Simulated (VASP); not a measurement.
# MnO2 (P4_2/mnm) in VASP: further runs

The runs below take MnO2 through single point, with PBE+D3(BJ)+U, revPBE+D3(BJ)+U.

Program: VASP 6.6.1. These are calculated values, not measurements. Logs are shortened: lines on timing, memory, paths and dates and some standing lists are left out, and cuts for length are marked.

## 1. The cell of the first run

It takes space group P4_2/mnm (No. 136, tetragonal). Conventional cell: a = 4.433 Å, b = 4.433 Å, c = 2.931 Å, α = 90.00°, β = 90.00°, γ = 90.00°. Within 2.5 Å of Mn (site symmetry mmm) lie 6 O at 1.90 to 1.92 Å. Within 2.5 Å of O (site symmetry m2m) lie 3 Mn at 1.90 to 1.92 Å and 1 O at 2.43 Å.

## 2. Single point, PBE+D3(BJ)+U, collinear spin, ferrimagnetic start

File INCAR:

```
SYSTEM = MnO2
ALGO = Normal
EDIFF = 1E-6
ENCUT = 520
GGA = PE
ISIF = 2
ISMEAR = 0
ISPIN = 2
IVDW = 12
LASPH = .True.
LCHARG = .False.
LDAU = .True.
LDAUJ = 0 0
LDAUL = 2 -1
LDAUPRINT = 1
LDAUTYPE = 2
LDAUU = 3.9 0
LMAXMIX = 4
LORBIT = 11
LREAL = .False.
LWAVE = .False.
MAGMOM = 3.01 3.01 -0.08 -0.08 -0.08 -0.08
NBANDS = 38
NELM = 150
PREC = Accurate
SIGMA = 0.05
```

File KPOINTS:

```
k-points
0
Gamma
  6 6 8
  0 0 0
```

File POSCAR:

```
MnO2
1.0
    4.4327138399      0.0000000000      0.0000000000
    0.0000000000      4.4327138399      0.0000000000
    0.0000000000      0.0000000000      2.9305703676
Mn O
2 4
Direct
    0.0000000000      0.0000000000      0.0000000000
    0.5000000000      0.5000000000      0.5000000000
    0.3058679518      0.3058679518      0.0000000000
    0.1941320482      0.8058679518      0.5000000000
    0.6941320482      0.6941320482      0.0000000000
    0.8058679518      0.1941320482      0.5000000000
```

Potentials or basis: VASP PAW PBE potentials, release 64 (Mn_pv, O).

Started as:

```bash
> cat potpaw_PBE.64/Mn_pv/POTCAR potpaw_PBE.64/O/POTCAR > POTCAR
> mpirun -np 1 vasp_std > vasp.out
```

OUTCAR:

```text
SYSTEM = MnO2
   EDIFF = 1E-6
   ENCUT = 520
   GGA = PE
   ISIF = 2
   ISMEAR = 0
   ISPIN = 2
   IVDW = 12
   LASPH = .True.
   LORBIT = 11
   LREAL = .False.
   NELM = 150
   PREC = Accurate
 IVDW          = 12

 ion  position               nearest neighbor table
   1  0.000  0.000  0.000-   4 1.90   6 1.90   4 1.90   6 1.90   5 1.92   3 1.92
   2  0.500  0.500  0.500-   3 1.90   5 1.90   3 1.90   5 1.90   4 1.92   6 1.92
   3  0.306  0.306  0.000-   2 1.90   2 1.90   1 1.92
   4  0.194  0.806  0.500-   1 1.90   1 1.90   2 1.92
   5  0.694  0.694  0.000-   2 1.90   2 1.90   1 1.92
   6  0.806  0.194  0.500-   1 1.90   1 1.90   2 1.92

  LATTYP: Found a simple tetragonal cell.
 ALAT       =     4.4327138399
 C/A-ratio  =     0.6611232923

  Lattice vectors:

 A1 = (   4.4327138399,   0.0000000000,   0.0000000000)
 A2 = (   0.0000000000,   4.4327138399,   0.0000000000)
 A3 = (   0.0000000000,   0.0000000000,   2.9305703676)

Analysis of symmetry for initial positions (statically):
=====================================================================
 Subroutine PRICEL returns:
 Original cell was already a primitive cell.

 Routine SETGRP: Setting up the symmetry group for a
 simple tetragonal supercell.

 Subroutine GETGRP returns: Found 16 space group operations
 (whereof  8 operations were pure point group operations)
 out of a pool of 16 trial point group operations.

The static configuration has the point symmetry D_2h.
 The point group associated with its full space group is D_4h.

Analysis of symmetry for dynamics (positions and initial velocities):
=====================================================================
 Subroutine PRICEL returns:
 Original cell was already a primitive cell.

 Routine SETGRP: Setting up the symmetry group for a
 simple tetragonal supercell.

 Subroutine GETGRP returns: Found 16 space group operations
 (whereof  8 operations were pure point group operations)
 out of a pool of 16 trial point group operations.

The dynamic configuration has the point symmetry D_2h.
 The point group associated with its full space group is D_4h.

Analysis of structural, dynamic, and magnetic symmetry:
=====================================================================
 Subroutine PRICEL returns:
 Original cell was already a primitive cell.

 Routine SETGRP: Setting up the symmetry group for a
 simple tetragonal supercell.

 Subroutine GETGRP returns: Found 16 space group operations
 (whereof  8 operations were pure point group operations)
 out of a pool of 16 trial point group operations.

The overall configuration has the point symmetry D_2h.
 The point group associated with its full space group is D_4h.

 Subroutine INISYM returns: Found 16 space group operations
 (whereof  8 operations are pure point group operations),
 and found     1 'primitive' translations

----------------------------------------------------------------------------------------

                                     Primitive cell

  volume of cell :      57.5826

  direct lattice vectors                    reciprocal lattice vectors
     4.432713840  0.000000000  0.000000000     0.225595433  0.000000000  0.000000000
     0.000000000  4.432713840  0.000000000     0.000000000  0.225595433  0.000000000
     0.000000000  0.000000000  2.930570368     0.000000000  0.000000000  0.341230503

  length of vectors
     4.432713840  4.432713840  2.930570368     0.225595433  0.225595433  0.341230503

  position of ions in fractional coordinates (direct lattice)
     0.000000000  0.000000000  0.000000000
     0.500000000  0.500000000  0.500000000
     0.305867952  0.305867952  0.000000000
     0.194132048  0.805867952  0.500000000
     0.694132048  0.694132048  0.000000000
     0.805867952  0.194132048  0.500000000

  ion indices of the primitive-cell ions
   primitive index   ion index
                 1           1
                 2           2
                 3           3
                 4           4
                 5           5
                 6           6

----------------------------------------------------------------------------------------

 KPOINTS: k-points
[... 100 lines left out ...]
   IVDW    =    12    specifies the selected vdW correction
   LEPSILON=     F    determine dielectric tensor
   LRPA    =     F    only Hartree local field effects (RPA)
 spin polarized calculation
 Gauss-broadening in eV      SIGMA  =   0.05
  energy-cutoff  :      520.00
  volume of cell :       57.58
 maximum number of plane-waves:      1576
 NGX is ok and might be reduce to    36
   NGX = 17   NGY = 17   NGZ = 11

atom =   1  type =  1  l = 2

 onsite density matrix

spin component  1

  0.6461  0.0000  0.1892  0.0000  0.0000
  0.0000  0.7401  0.0000  0.2240  0.0000
  0.1892  0.0000  0.8368  0.0000  0.0000
  0.0000  0.2240  0.0000  0.7401  0.0000
  0.0000  0.0000  0.0000  0.0000  0.9709

spin component  2

  0.2236  0.0000 -0.1083  0.0000 -0.0000
  0.0000  0.2130  0.0000 -0.1118  0.0000
 -0.1083  0.0000  0.1343  0.0000  0.0000
  0.0000 -0.1118  0.0000  0.2130  0.0000
 -0.0000  0.0000  0.0000  0.0000  0.1080

 occupancies and eigenvectors

  o =  0.0618  v =  0.0000  0.0000  0.0000  0.0000  0.0000 -0.5562  0.0000 -0.8310  0.0000 -0.0000      0.0000  0.0000  0.0000  0.0000  0.0000  0.0000  0.0000  0.0000  0.0000  0.0000
  o =  0.1012  v =  0.0000  0.0000  0.0000  0.0000  0.0000  0.0000  0.7071  0.0000  0.7071 -0.0000      0.0000  0.0000  0.0000  0.0000  0.0000  0.0000  0.0000  0.0000  0.0000  0.0000
  o =  0.1080  v =  0.0000  0.0000  0.0000  0.0000  0.0000  0.0000 -0.0000  0.0000  0.0000 -1.0000      0.0000  0.0000  0.0000  0.0000  0.0000  0.0000  0.0000  0.0000  0.0000  0.0000
  o =  0.2962  v =  0.0000  0.0000  0.0000  0.0000  0.0000 -0.8310  0.0000  0.5562  0.0000  0.0000      0.0000  0.0000  0.0000  0.0000  0.0000  0.0000  0.0000  0.0000  0.0000  0.0000
  o =  0.3248  v =  0.0000  0.0000  0.0000  0.0000  0.0000  0.0000  0.7071  0.0000 -0.7071 -0.0000      0.0000  0.0000  0.0000  0.0000  0.0000  0.0000  0.0000  0.0000  0.0000  0.0000
  o =  0.5161  v = -0.0000  0.7071  0.0000 -0.7071  0.0000  0.0000  0.0000  0.0000  0.0000  0.0000      0.0000  0.0000  0.0000  0.0000  0.0000  0.0000  0.0000  0.0000  0.0000  0.0000
  o =  0.5296  v =  0.8515  0.0000 -0.5243 -0.0000  0.0000  0.0000  0.0000  0.0000  0.0000  0.0000      0.0000  0.0000  0.0000  0.0000  0.0000  0.0000  0.0000  0.0000  0.0000  0.0000
  o =  0.9533  v = -0.5243 -0.0000 -0.8515 -0.0000  0.0000  0.0000  0.0000  0.0000  0.0000  0.0000      0.0000  0.0000  0.0000  0.0000  0.0000  0.0000  0.0000  0.0000  0.0000  0.0000
  o =  0.9642  v = -0.0000  0.7071 -0.0000  0.7071 -0.0000  0.0000  0.0000  0.0000  0.0000  0.0000      0.0000  0.0000  0.0000  0.0000  0.0000  0.0000  0.0000  0.0000  0.0000  0.0000
  o =  0.9709  v = -0.0000 -0.0000 -0.0000 -0.0000 -1.0000  0.0000  0.0000  0.0000  0.0000  0.0000      0.0000  0.0000  0.0000  0.0000  0.0000  0.0000  0.0000  0.0000  0.0000  0.0000

atom =   2  type =  1  l = 2

 onsite density matrix

spin component  1

  0.6461  0.0000 -0.1892  0.0000  0.0000
  0.0000  0.7401  0.0000 -0.2240  0.0000
 -0.1892  0.0000  0.8368  0.0000 -0.0000
  0.0000 -0.2240  0.0000  0.7401  0.0000
  0.0000  0.0000 -0.0000  0.0000  0.9709

spin component  2

  0.2236  0.0000  0.1083  0.0000 -0.0000
  0.0000  0.2130  0.0000  0.1118  0.0000
  0.1083  0.0000  0.1343  0.0000  0.0000
  0.0000  0.1118  0.0000  0.2130  0.0000
 -0.0000  0.0000  0.0000  0.0000  0.1080

 occupancies and eigenvectors

  o =  0.0618  v =  0.0000  0.0000  0.0000  0.0000  0.0000 -0.5562  0.0000  0.8310 -0.0000 -0.0000      0.0000  0.0000  0.0000  0.0000  0.0000  0.0000  0.0000  0.0000  0.0000  0.0000
  o =  0.1012  v =  0.0000  0.0000  0.0000  0.0000  0.0000  0.0000  0.7071 -0.0000 -0.7071 -0.0000      0.0000  0.0000  0.0000  0.0000  0.0000  0.0000  0.0000  0.0000  0.0000  0.0000
  o =  0.1080  v =  0.0000  0.0000  0.0000  0.0000  0.0000 -0.0000  0.0000  0.0000 -0.0000  1.0000      0.0000  0.0000  0.0000  0.0000  0.0000  0.0000  0.0000  0.0000  0.0000  0.0000
  o =  0.2962  v =  0.0000  0.0000  0.0000  0.0000  0.0000 -0.8310 -0.0000 -0.5562 -0.0000 -0.0000      0.0000  0.0000  0.0000  0.0000  0.0000  0.0000  0.0000  0.0000  0.0000  0.0000
  o =  0.3248  v =  0.0000  0.0000  0.0000  0.0000  0.0000  0.0000 -0.7071  0.0000 -0.7071  0.0000      0.0000  0.0000  0.0000  0.0000  0.0000  0.0000  0.0000  0.0000  0.0000  0.0000
  o =  0.5161  v =  0.0000 -0.7071  0.0000 -0.7071 -0.0000  0.0000  0.0000  0.0000  0.0000  0.0000      0.0000  0.0000  0.0000  0.0000  0.0000  0.0000  0.0000  0.0000  0.0000  0.0000
  o =  0.5296  v = -0.8515  0.0000 -0.5243  0.0000  0.0000  0.0000  0.0000  0.0000  0.0000  0.0000      0.0000  0.0000  0.0000  0.0000  0.0000  0.0000  0.0000  0.0000  0.0000  0.0000
  o =  0.9533  v = -0.5243  0.0000  0.8515  0.0000 -0.0000  0.0000  0.0000  0.0000  0.0000  0.0000      0.0000  0.0000  0.0000  0.0000  0.0000  0.0000  0.0000  0.0000  0.0000  0.0000
  o =  0.9642  v =  0.0000  0.7071  0.0000 -0.7071  0.0000  0.0000  0.0000  0.0000  0.0000  0.0000      0.0000  0.0000  0.0000  0.0000  0.0000  0.0000  0.0000  0.0000  0.0000  0.0000
  o =  0.9709  v =  0.0000 -0.0000  0.0000  0.0000  1.0000  0.0000  0.0000  0.0000  0.0000  0.0000      0.0000  0.0000  0.0000  0.0000  0.0000  0.0000  0.0000  0.0000  0.0000  0.0000

 number of electron      49.9999957 magnetization       6.0520076

 Free energy of the ion-electron system (eV)
  ---------------------------------------------------
  ext. energy  EPLUGINS =         0.00000000
  ---------------------------------------------------
  free energy    TOTEN  =       -42.36439482 eV

  energy without entropy =      -42.36367126  energy(sigma->0) =      -42.36403304

 E-fermi :   4.6055     XC(G=0): -11.8127

 val. band max:        4.5948407934   @ k =   0.3333   0.1667   0.5000
 cond. band min:       4.6378278233   @ k =   0.0000   0.0000   0.0000
 fundamental gap:      0.0429870299
 Fermi energy:         4.6055012800

 spin component 1

 k-point     1 :       0.0000    0.0000    0.0000
  band No.  band energies     occupation
      1     -46.2441      1.00000
      2     -46.2376      1.00000
      3     -46.2108      1.00000
      4     -46.2108      1.00000
      5     -46.1543      1.00000
      6     -46.1543      1.00000
[... 1913 lines left out ...]
     36      19.4491      0.00000
     37      20.7815      0.00000

 [... further k-points ...]

 [bands above 37 left out]

------------------------ aborting loop because EDIFF is reached ----------------------------------------

 Edisp (eV)   -0.93566

 E8    (eV) :    -0.3366

  FORCE on cell =-STRESS in cart. coord.  units (eV):
  Direction    XX          YY          ZZ          XY          YZ          ZX
  --------------------------------------------------------------------------------------
  -------------------------------------------------------------------------------------
  Total       0.32839     0.32839     0.21048     0.00000     0.00000     0.00000
  in kB       9.13714     9.13714     5.85630     0.00000     0.00000     0.00000
  external pressure =        8.04 kB  Pullay stress =        0.00 kB

 VOLUME and BASIS-vectors are now :
 -----------------------------------------------------------------------------
  energy-cutoff  :      520.00
  volume of cell :       57.58
      direct lattice vectors                 reciprocal lattice vectors
     4.432713840  0.000000000  0.000000000     0.225595433  0.000000000  0.000000000
     0.000000000  4.432713840  0.000000000     0.000000000  0.225595433  0.000000000
     0.000000000  0.000000000  2.930570368     0.000000000  0.000000000  0.341230503

 POSITION                                       TOTAL-FORCE (eV/Angst)
 -----------------------------------------------------------------------------------
      0.00000      0.00000      0.00000         0.000000      0.000000      0.000000
      2.21636      2.21636      1.46529         0.000000      0.000000      0.000000
      1.35583      1.35583      0.00000        -0.020824     -0.020824      0.000000
      0.86053      3.57218      1.46529         0.020824     -0.020824      0.000000
      3.07689      3.07689      0.00000         0.020824      0.020824     -0.000000
      3.57218      0.86053      1.46529        -0.020824      0.020824     -0.000000
 -----------------------------------------------------------------------------------
    total drift:                                0.000000      0.000000      0.000000

  FREE ENERGIE OF THE ION-ELECTRON SYSTEM (eV)
  ---------------------------------------------------
  free  energy   TOTEN  =       -43.3000537345 eV

  energy  without entropy=      -43.2993301712  energy(sigma->0) =      -43.29969195

 total charge

# of ion       s       p       d       tot
------------------------------------------
    1        0.344   6.444   4.795  11.584
    2        0.344   6.444   4.795  11.584
    3        1.568   3.463   0.000   5.031
    4        1.568   3.463   0.000   5.031
    5        1.568   3.463   0.000   5.031
    6        1.568   3.463   0.000   5.031
--------------------------------------------------
tot          6.960  26.742   9.590  43.292

 magnetization (x)

# of ion       s       p       d       tot
------------------------------------------
    1        0.020   0.029   3.040   3.089
    2        0.020   0.029   3.040   3.089
    3       -0.002  -0.057   0.000  -0.059
    4       -0.002  -0.057   0.000  -0.059
    5       -0.002  -0.057   0.000  -0.059
    6       -0.002  -0.057   0.000  -0.059
--------------------------------------------------
tot          0.032  -0.170   6.079   5.941
```

It took 86 s on 1 thread of Intel Xeon 6975P-C (Granite Rapids), shared host; peak memory 0.3 GiB.

Results:

```yaml
Free_energy: -43.3001 eV
Pressure: 0.8 GPa
Largest_force: 0.029 eV/Å
Net_moment: 6.05 μB per cell
Site_moments: Mn +3.09; O -0.06 μB
Valence_electrons_inside_the_program's_atomic_spheres: Mn 11.58; O 5.03
Dispersion_energy_per_atom: -0.156 eV
```

Forces on the atoms (eV/Å):
```
Mn   0.000  0.000  0.000
Mn   0.000  0.000  0.000
O   -0.021 -0.021  0.000
O    0.021 -0.021  0.000
O    0.021  0.021  0.000
O   -0.021  0.021  0.000
```

Eigenvalues of the final occupation matrices:
```csv
site,spin,trace,eigenvalues
site 1 d,1,3.93,0.52 0.53 0.95 0.96 0.97
site 1 d,2,0.89,0.06 0.10 0.11 0.30 0.32
site 2 d,1,3.93,0.52 0.53 0.95 0.96 0.97
site 2 d,2,0.89,0.06 0.10 0.11 0.30 0.32
```

Caveat: pairwise dispersion overbinds metals, which lowers pressure and volume.

## 3. Single point, revPBE+D3(BJ)+U, collinear spin, ferrimagnetic start

This run uses another cell than the first one, of 9.70 Å³/atom, 1.011 times its volume.

File INCAR:

```
PREC = Accurate
ENCUT = 520
EDIFF = 1E-6
ISMEAR = 0
SIGMA = 0.05
LREAL = F
LASPH = T
NELM = 150
ALGO = Normal
ISIF = 2
LWAVE = F
LCHARG = F
ISPIN = 2
MAGMOM = 3.07 3.07 -0.1 -0.1 -0.1 -0.1
LORBIT = 11
LMAXMIX = 4
LDAU = T
LDAUTYPE = 2
LDAUL = 2 -1
LDAUU = 3.9 0
LDAUJ = 0 0
LDAUPRINT = 1
GGA = RE
IVDW = 12
NBANDS = 38
```

File KPOINTS:

```
regular mesh
0
Gamma
  6 6 8
```

File POSCAR:

```
MnO2
1.0
    4.4461500163      0.0000000000      0.0000000000
    0.0000000000      4.4461500163      0.0000000000
    0.0000000000      0.0000000000      2.9444747744
Mn O
2 4
Direct
    0.0000000000      0.0000000000      0.0000000000
    0.5000000000      0.5000000000      0.5000000000
    0.3058381663      0.3058381663      0.0000000000
    0.1941618337      0.8058381663      0.5000000000
    0.6941618337      0.6941618337      0.0000000000
    0.8058381663      0.1941618337      0.5000000000
```

Potentials or basis: VASP PAW PBE potentials, release 64 (Mn_pv, O).

Started as:

```bash
> cat potpaw_PBE.64/Mn_pv/POTCAR potpaw_PBE.64/O/POTCAR > POTCAR
> mpirun -np 1 vasp_std > vasp.out
```

It took 92 s on 1 thread of Intel Xeon 6975P-C (Granite Rapids), shared host; peak memory 0.3 GiB.

The run converged. Its results:

```yaml
Free_energy: -42.0854 eV
Pressure: 0.6 GPa
Largest_force: 0.026 eV/Å
Net_moment: 6.08 μB per cell
Site_moments: Mn +3.14; O -0.08 μB
Valence_electrons_inside_the_program's_atomic_spheres: Mn 11.55; O 5.04
Dispersion_energy_per_atom: -0.307 eV
```

Forces in eV/Å, atoms in the order of the input:
```
Mn   0.000  0.000  0.000
Mn   0.000  0.000  0.000
O   -0.018 -0.018  0.000
O    0.018 -0.018  0.000
O    0.018  0.018  0.000
O   -0.018  0.018  0.000
```

Stress tensor (GPa, compression positive):
```
0.75 0.00 0.00
0.00 0.75 0.00
0.00 0.00 0.34
```

Levels at points of the mesh, in eV from the Fermi level:
Spin up:
| k point | band 24 | band 25 | band 26 | band 27 | band 28 | band 29 | band 30 | band 31 | band 32 | band 33 |
| --- | --- | --- | --- | --- | --- | --- | --- | --- | --- | --- |
| (0.00, 0.00, 0.00) | -1.07 | -0.96 | -0.47 | -0.40 | -0.40 | 0.09 | 2.75 | 2.75 | 3.26 | 7.85 |
| (0.50, 0.00, 0.00) | -1.46 | -1.44 | -1.44 | -0.68 | -0.68 | 2.24 | 2.24 | 2.58 | 2.58 | 10.27 |
| (0.50, 0.50, 0.00) | -1.87 | -1.29 | -1.29 | -0.13 | -0.13 | 1.22 | 1.22 | 2.71 | 2.71 | 11.68 |
| (0.00, 0.00, 0.50) | -2.58 | -1.19 | -1.19 | -0.36 | -0.36 | 1.23 | 1.23 | 1.63 | 1.63 | 12.71 |
| (0.50, 0.00, 0.50) | -3.16 | -1.09 | -1.09 | -0.38 | -0.38 | 0.00 | 0.00 | 3.26 | 3.26 | 12.69 |
| (0.50, 0.50, 0.50) | -2.62 | -0.63 | -0.63 | -0.46 | -0.46 | 1.65 | 1.65 | 1.95 | 1.95 | 12.20 |
Spin down:
| k point | band 20 | band 21 | band 22 | band 23 | band 24 | band 25 |
| --- | --- | --- | --- | --- | --- | --- |
| (0.00, 0.00, 0.00) | -0.44 | -0.44 | 0.23 | 2.10 | 2.18 | 2.43 |
| (0.50, 0.00, 0.00) | -2.27 | -0.62 | -0.62 | 2.67 | 2.67 | 3.01 |
| (0.50, 0.50, 0.00) | -1.78 | -1.38 | -1.38 | 2.02 | 2.02 | 2.44 |
| (0.00, 0.00, 0.50) | -2.20 | -1.63 | -1.63 | 2.94 | 2.94 | 3.14 |
| (0.50, 0.00, 0.50) | -2.01 | -0.97 | -0.97 | 2.21 | 2.21 | 2.80 |
| (0.50, 0.50, 0.50) | -1.05 | -0.84 | -0.84 | 2.84 | 2.84 | 3.10 |

Eigenvalues of the final occupation matrices:
```csv
site,spin,trace,eigenvalues
site 1 d,1,3.95,0.53 0.54 0.95 0.96 0.97
site 1 d,2,0.86,0.06 0.10 0.10 0.29 0.31
site 2 d,1,3.95,0.53 0.54 0.95 0.96 0.97
site 2 d,2,0.86,0.06 0.10 0.10 0.29 0.31
```

Caveat: the PAW data sets were made with another functional, which shifts forces and pressure a little; pairwise dispersion overbinds metals, which lowers pressure and volume. The state reached can hang on the start; a lower one may exist.

(Part 1 of 2 ends here.)
